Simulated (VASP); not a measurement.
Wanted: the native input for a VASP 6.6.1 run.

```yaml
Task: single point
Functional: r2SCAN
Potentials_or_basis: VASP PAW PBE potentials, release 64 (Si)
Cutoff: 520 eV
k_mesh: 8 × 8 × 2
Occupations: gaussian, width 0.05 eV
Spin: no spin polarisation
Dipole_correction: no
Further_INCAR_settings: ALGO = Normal; EDIFF = 1e-07; NBANDS = 26
```

Crystal: Si.

```
CELL_PARAMETERS angstrom
-3.83191 0.00000 0.00000
-1.91595 -3.31853 0.00000
0.00000 0.00000 12.53364
ATOMIC_POSITIONS crystal
Si 0.33333 0.33333 0.66440
Si 0.33333 0.33333 0.15842
Si 0.66667 0.66667 0.91739
Si 0.66667 0.66667 0.41141
Si 0.33333 0.33333 0.85355
Si 0.33333 0.33333 0.34756
Si 0.66667 0.66667 0.09457
Si 0.66667 0.66667 0.60056
```

These files were run (other wordings do the same):

POSCAR

```
Si
1.0
   -3.8319083606      0.0000000000      0.0000000000
   -1.9159541803     -3.3185299852      0.0000000000
    0.0000000000      0.0000000000     12.5336398318
Si
8
Direct
    0.3333333333      0.3333333333      0.6644028387
    0.3333333333      0.3333333333      0.1584189425
    0.6666666667      0.6666666667      0.9173947869
    0.6666666667      0.6666666667      0.4114108906
    0.3333333333      0.3333333333      0.8535488499
    0.3333333333      0.3333333333      0.3475649537
    0.6666666667      0.6666666667      0.0945730056
    0.6666666667      0.6666666667      0.6005569018
```

INCAR.step1

```
PREC = Accurate
ENCUT = 520
ISMEAR = 0
SIGMA = 0.05
LREAL = False
LASPH = True
NELM = 80
NBANDS = 26
GGA = PE
ALGO = Normal
EDIFF = 1E-4
LWAVE = True
LCHARG = False
```

INCAR.step2

```
PREC = Accurate
ENCUT = 520
EDIFF = 1E-7
ISMEAR = 0
SIGMA = 0.05
LREAL = False
LASPH = True
NELM = 80
ALGO = Normal
ISIF = 2
LWAVE = False
LCHARG = False
METAGGA = R2SCAN
LMIXTAU = True
NBANDS = 26
ISTART = 1
```

KPOINTS

```
Automatic mesh
0
Gamma
  8 8 2
```

Potentials or basis: VASP PAW PBE potentials, release 64 (Si).

Run with:

```console
$ cat potpaw_PBE.64/Si/POTCAR > POTCAR
$ cp INCAR.step1 INCAR
$ mpirun -np 1 vasp_std > vasp.out
$ cp INCAR.step2 INCAR
$ mpirun -np 1 vasp_std > vasp.out
```

Results of the run:

- Pressure: 1.2 GPa
- Largest force: 1.606 eV/Å
- Band gap on the k mesh: 0.51 eV

Caveat: the PAW data sets were made with another functional, which shifts forces and pressure a little.

Wall time 3.8 min on 1 thread of Intel Xeon 6975P-C (shared host), peak memory 0.3 GiB.
